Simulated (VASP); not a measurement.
# Sn (P1) in VASP: single point with PBE

Aim: the single point of Sn with PBE.

Everything below comes from runs of VASP 6.6.1. Logs are shortened: lines on timing, memory, paths and dates and some standing lists are left out, and cuts for length are marked.

## (1) The cell of the first run

The typed cell holds 4 atoms: a = 8.852 Å, b = 4.426 Å, c = 4.426 Å, α = 97.45°, β = 97.45°, γ = 137.79°.

## (2) Single point, PBE

INCAR

```
PREC = Accurate
ENCUT = 400
EDIFF = 1E-6
ISMEAR = -1
SIGMA = 0.08
LREAL = False
LASPH = True
NELM = 120
ALGO = Normal
ISIF = 2
LWAVE = False
LCHARG = False
GGA = PE
NBANDS = 36
GGA_COMPAT = False
```

KPOINTS

```
regular mesh
0
Gamma
  4 7 5
```

POSCAR

```
Sn
1.0
   -5.8392881500      5.8392881500      3.1876000000
    2.9196440750     -2.9196440750      1.5938000000
    2.9196440750      2.9196440750     -1.5938000000
Sn
4
Direct
   -0.0007157734     -0.0056491842      0.0043084019
    0.4902069245     -0.0139917791     -0.0047041693
    0.3838867146      0.2658144705      0.4960938603
    0.8766221942      0.2538265185      0.5043020526
```

Potentials or basis: VASP PAW PBE potentials, release 64 (Sn_d).

The run is started by

```bash
cat potpaw_PBE.64/Sn_d/POTCAR > POTCAR
mpirun -np 1 vasp_std > vasp.out
```

OUTCAR:

```text
PREC = Accurate
   ENCUT = 400
   EDIFF = 1E-6
   ISMEAR = -1
   LREAL = False
   LASPH = True
   NELM = 120
   ISIF = 2
   GGA = PE

 ion  position               nearest neighbor table
   1  0.999  0.994  0.004-   4 3.01   3 3.02   4 3.03   4 3.05   2 3.16   2 3.22   4 3.75   3 3.75

   2  0.490  0.986  0.995-   3 2.98   3 3.02   3 3.03   4 3.08   1 3.16   1 3.22   4 3.71   3 3.73

   3  0.384  0.266  0.496-   2 2.98   1 3.02   2 3.02   2 3.03   4 3.13   4 3.24   2 3.73   1 3.75

   4  0.877  0.254  0.504-   1 3.01   1 3.03   1 3.05   2 3.08   3 3.13   3 3.24   2 3.71   1 3.75

  LATTYP: Found a base centered monoclinic cell.
 ALAT       =     6.6526746395
 B/A-ratio  =     0.8777354172
 C/A-ratio  =     0.9582912656
 COS(beta)  =    -0.4791456328

  Lattice vectors:

 A1 = (   2.9196440750,   2.9196440750,  -1.5938000000)
 A2 = (  -2.9196440750,   2.9196440750,  -1.5938000000)
 A3 = (   0.0000000000,   0.0000000000,   6.3752000000)

Analysis of symmetry for initial positions (statically):
=====================================================================
 Subroutine PRICEL returns:
 Original cell was already a primitive cell.

 Routine SETGRP: Setting up the symmetry group for a
 base centered monoclinic supercell.

 Subroutine GETGRP returns: Found  1 space group operations
 (whereof  1 operations were pure point group operations)
 out of a pool of  4 trial point group operations.

The static configuration has the point symmetry C_1 .

Analysis of symmetry for dynamics (positions and initial velocities):
=====================================================================
 Subroutine PRICEL returns:
 Original cell was already a primitive cell.

 Routine SETGRP: Setting up the symmetry group for a
 base centered monoclinic supercell.

 Subroutine GETGRP returns: Found  1 space group operations
 (whereof  1 operations were pure point group operations)
 out of a pool of  4 trial point group operations.

The dynamic configuration has the point symmetry C_1 .

 Subroutine INISYM returns: Found  1 space group operations
 (whereof  1 operations are pure point group operations),
 and found     1 'primitive' translations

----------------------------------------------------------------------------------------

                                     Primitive cell

  volume of cell :     108.6885

  direct lattice vectors                    reciprocal lattice vectors
    -5.839288150  5.839288150  3.187600000     0.000000000  0.085626876  0.156857824
     2.919644075 -2.919644075  1.593800000     0.171253751  0.000000000  0.313715648
     2.919644075  2.919644075 -1.593800000     0.171253751  0.171253751  0.000000000

  length of vectors
     8.851856639  4.425928320  4.425928320     0.178707411  0.357414822  0.242189378

  position of ions in fractional coordinates (direct lattice)
     0.999284227  0.994350816  0.004308402
     0.490206925  0.986008221  0.995295831
     0.383886715  0.265814470  0.496093860
     0.876622194  0.253826518  0.504302053

  ion indices of the primitive-cell ions
   primitive index   ion index
                 1           1
                 2           2
                 3           3
                 4           4

----------------------------------------------------------------------------------------

 KPOINTS: regular mesh

Automatic generation of k-mesh.
 Grid dimensions read from file:
 generate k-points for:    4    7    5

 Generating k-lattice:

  Cartesian coordinates                     Fractional coordinates (reciprocal lattice)
     0.000000000  0.021406719  0.039214456     0.250000000 -0.000000000  0.000000000
     0.024464822  0.000000000  0.044816521     0.000000000  0.142857143  0.000000000
     0.034250750  0.034250750  0.000000000     0.000000000  0.000000000  0.200000000

  Length of vectors
     0.044676853  0.051059260  0.048437876

  Shift w.r.t. Gamma in fractional coordinates (k-lattice)
     0.000000000  0.000000000  0.000000000

 -----------------------------------------------------------------------------
|                                                                             |
|           W    W    AA    RRRRR   N    N  II  N    N   GGGG   !!!           |
|           W    W   A  A   R    R  NN   N  II  NN   N  G    G  !!!           |
|           W    W  A    A  R    R  N N  N  II  N N  N  G       !!!           |
|           W WW W  AAAAAA  RRRRR   N  N N  II  N  N N  G  GGG   !            |
|           WW  WW  A    A  R   R   N   NN  II  N   NN  G    G                |
|           W    W  A    A  R    R  N    N  II  N    N   GGGG   !!!           |
|                                                                             |
|     Your reciprocal lattice and k-lattice belong to different lattice       |
|     classes:                                                                |
|                                                                             |
|        The reciprocal lattice is base-centered monoclinic,                  |
|        whereas your k-lattice is triclinic.                                 |
|                                                                             |
|     Results are often still useful ...                                      |
|                                                                             |
 -----------------------------------------------------------------------------

 WARNING: IBZKPT: internal override: KBLOWUP is changed to .FALSE.
      ... skipping the blow-up phase ...

 Subroutine IBZKPT returns following result:
 ===========================================

 Found     71 irreducible k-points:

 Following reciprocal coordinates:
            Coordinates               Weight
  0.000000  0.000000  0.000000      1.000000
  0.250000  0.000000  0.000000      2.000000
  0.500000  0.000000  0.000000      1.000000
  0.000000  0.142857 -0.000000      2.000000
  0.250000  0.142857 -0.000000      2.000000
  0.500000  0.142857 -0.000000      2.000000
[... 16 lines left out ...]
 -0.250000  0.142857  0.200000      2.000000
  0.000000  0.285714  0.200000      2.000000
 [... further k-points ...]
   k-points           NKPTS =     71   k-points in BZ     NKDIM =     71   number of bands    NBANDS=     36
   number of dos      NEDOS =    301   number of ions     NIONS =      4
   total plane-waves  NPLWV =  54000
   dimension x,y,z NGX =    60 NGY =   30 NGZ =   30
   dimension x,y,z NGXF=   120 NGYF=   60 NGZF=   60
   ions per type =               4
   NGX,Y,Z   is equivalent  to a cutoff of  11.27, 11.27, 11.27 a.u.
   NGXF,Y,Z  is equivalent  to a cutoff of  22.54, 22.54, 22.54 a.u.
 SYSTEM =  unknown system
   PREC   = accura    normal or accurate (medium, high low for compatibility)
   ISTART =      0    job   : 0-new  1-cont  2-samecut
   ICHARG =      2    charge: 1-file 2-atom 10-const
   ISPIN  =      1    spin polarized calculation?
   LNONCOLLINEAR =      F non collinear calculations
   LSORBIT =      F    spin-orbit coupling
   LASPH  =      T    aspherical Exc in radial PAW
   ENCUT  =  400.0 eV  29.40 Ry    5.42 a.u.  14.44  7.22  7.22*2*pi/ulx,y,z
   NELM   =    120;   NELMIN=  2; NELMDL= -5     # of ELM steps
   EDIFF  = 0.1E-05   stopping-criterion for ELM
   LREAL  =      F    real-space projection
   EDIFFG = 0.1E-04   stopping-criterion for IOM
   NSW    =      0    number of steps for IOM
   IBRION =     -1    ionic relax: 0-MD 1-quasi-New 2-CG
   NFREE  =      0    steps in history (QN), initial steepest desc. (CG)
   ISIF   =      2    stress and relaxation
   ISYM   =      2    0-nonsym 1-usesym 2-fastsym
   POTIM  = 0.5000    time-step for ionic-motion
   TEBEG  =    0.0;   TEEND  =   0.0 temperature during run
   PSTRESS=    0.0 pullay stress
   NELECT =      56.0000    total number of electrons
   NUPDOWN=      -1.0000    fix difference up-down
   EMIN   =  10.00;   EMAX   =-10.00  energy-range for DOS
   EFERMI =   0.00;   METHOD = LEGACY
   ISMEAR =    -1;   SIGMA  =   0.08  broadening in eV -4-tet -1-fermi 0-gaus
   EFERMI_NEDOS =   21; number of points for ismear=-14 and -15
   IALGO  =     38    algorithm
   IMIX   =      4    mixing-type and parameters
     AMIX     =   0.40;   BMIX     =  1.00
     AMIX_MAG =   1.60;   BMIX_MAG =  1.00
  volume/ion in A,a.u.               =      27.17       183.37
  Fermi-wavevector in a.u.,A,eV,Ry     =   1.312430  2.480134 23.435677  1.722474
  Thomas-Fermi vector in A             =   2.442823
   LORBIT       =      0    0 simple, 1 ext, 2 COOP (PROOUT), +10 PAW based schemes
   GGA     = PE    functional components
   LHFCALC =     F    Hartree Fock is set to
   AEXX    =    0.0000 exact exchange contribution
   IVDW    =     0    specifies the selected vdW correction
   LEPSILON=     F    determine dielectric tensor
   LRPA    =     F    only Hartree local field effects (RPA)
 non-spin polarized calculation
  energy-cutoff  :      400.00
  volume of cell :      108.69
 maximum number of plane-waves:      1989
 NGX is ok and might be reduce to    60
   NGX = 29   NGY = 15   NGZ = 15

 number of electron      56.0000000 magnetization

 Free energy of the ion-electron system (eV)
  ---------------------------------------------------
  ext. energy  EPLUGINS =         0.00000000
  ---------------------------------------------------
  free energy    TOTEN  =       -15.17429831 eV

  energy without entropy =      -15.12909458  energy(sigma->0) =      -15.15169644

 E-fermi :   7.9298     XC(G=0): -10.2984

 val. band max:        7.9095280679   @ k =   0.5000   0.1429  -0.0000
 cond. band min:       7.9388736993   @ k =  -0.2500   0.0000   0.2000
 fundamental gap:      0.0293456314
 Fermi energy:         7.9297551358

 k-point     1 :       0.0000    0.0000    0.0000
  band No.  band energies     occupation
      1     -13.6979      2.00000
      2     -13.6278      2.00000
      3     -13.6108      2.00000
      4     -13.5679      2.00000
      5     -13.5599      2.00000
      6     -13.5489      2.00000
[... 28 lines left out ...]
     35      14.2499      0.00000
     36      14.7759      0.00000
[... 866 lines left out ...]
      6     -13.5236      2.00000
[... 28 lines left out ...]
     35      12.6382      0.00000
     36      13.1618      0.00000

 [... further k-points ...]

------------------------ aborting loop because EDIFF is reached ----------------------------------------

  FORCE on cell =-STRESS in cart. coord.  units (eV):
  Direction    XX          YY          ZZ          XY          YZ          ZX
  --------------------------------------------------------------------------------------
  -------------------------------------------------------------------------------------
  Total        2.3177244      1.5972908      1.0839249     -0.3238466      0.1231357      0.1347812
  in kB       34.1655754     23.5456639     15.9781372     -4.7738221      1.8151436      1.9868099
  external PRESSURE =      24.5631255 kB  Pullay stress =       0.0000000 kB

 VOLUME and BASIS-vectors are now :
 -----------------------------------------------------------------------------
  energy-cutoff  :      400.00
  volume of cell :      108.69
      direct lattice vectors                 reciprocal lattice vectors
    -5.839288150  5.839288150  3.187600000     0.000000000  0.085626876  0.156857824
     2.919644075 -2.919644075  1.593800000     0.171253751  0.000000000  0.313715648
     2.919644075  2.919644075 -1.593800000     0.171253751  0.171253751  0.000000000

 POSITION                                       TOTAL-FORCE (eV/Angst)
 -----------------------------------------------------------------------------------
     -2.91938      2.94454      4.76325         0.052670     -0.073135     -0.051486
      2.92224      2.88958      1.54778        -0.087739      0.031628      0.083216
     -0.01712      2.91396      0.85666         0.095470      0.074219     -0.065528
     -2.90538      5.85015      2.39511        -0.060401     -0.032712      0.033798
 -----------------------------------------------------------------------------------
    total drift:                               -0.000324      0.000198     -0.000220

  FREE ENERGIE OF THE ION-ELECTRON SYSTEM (eV)
  ---------------------------------------------------
  free  energy   TOTEN  =       -15.1742983108 eV

  energy  without entropy=      -15.1290945777  energy(sigma->0) =      -15.15169644
```

It took 68 s on 1 thread of Intel Xeon 6975P-C (Granite Rapids), shared host; peak memory 0.3 GiB.

What came out:

* Free energy: -15.1743 eV
* Pressure: 2.5 GPa
* Largest force: 0.138 eV/Å
* Band gap on the k mesh: zero (band 28 reaches 9.21 eV, above the bottom of band 29 at 6.39 eV)

Forces in eV/Å, atoms in the order of the input:
```
Sn   0.053 -0.073 -0.051
Sn  -0.088  0.032  0.083
Sn   0.095  0.074 -0.066
Sn  -0.060 -0.033  0.034
```

Caveat: spin-orbit coupling is left out, which moves the levels of the heavy elements.
